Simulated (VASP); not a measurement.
Runs of VASP 6.6.1 on PbS. The structure is that of space group C2/m (No. 12), or close to it. The cells are those of the table. 

| task | cell | gap on the mesh (eV) | largest force (eV/Å) |
| --- | --- | --- | --- |
| electric field gradients | a = 4.144, b = 4.144, c = 11.798 Å, angles 93.7, 93.7, 89.2°, 4 atoms | 1.29 | 0.74 |
| single point | a = 4.130, b = 4.130, c = 11.642 Å, angles 93.8, 93.8, 89.2°, 4 atoms | 1.32 | 0.57 |
| electric field gradients | a = 4.171, b = 4.089, c = 11.782 Å, angles 95.3, 93.8, 89.2°, 4 atoms | 1.27 | 0.67 |
| single point | a = 4.130, b = 4.130, c = 11.992 Å, angles 93.7, 93.7, 89.2°, 4 atoms | (b) | 0.85 |
| electric field gradients | a = 4.211, b = 4.211, c = 11.990 Å, angles 93.7, 93.7, 89.2°, 4 atoms | (a) | 1.03 |
| electric field gradients | a = 4.130, b = 4.130, c = 11.642 Å, angles 93.8, 93.8, 89.2°, 4 atoms | 1.32 | 0.57 |
| electric field gradients | a = 4.184, b = 4.184, c = 11.914 Å, angles 93.7, 93.7, 89.2°, 4 atoms | 1.33 | 0.92 |
| single point | a = 4.130, b = 4.130, c = 11.409 Å, angles 93.9, 93.9, 89.2°, 4 atoms | 1.43 | 0.32 |

Alike in all rows: level PBEsol; potentials or basis VASP PAW PBE potentials, release 64 (Pb_d, S); no spin polarisation; k mesh 7 × 7 × 3; cutoff (eV) 520; smearing fermi-dirac 0.01 eV.

Task: Estimate the missing entries.

Result: (a) 1.36; (b) 1.19.

Caveats: the PAW data sets were made with another functional, which shifts forces and pressure a little; spin-orbit coupling is left out, which moves the levels of the heavy elements.

A k mesh can miss the band edges, and the runs leave out spin-orbit coupling on Pb.
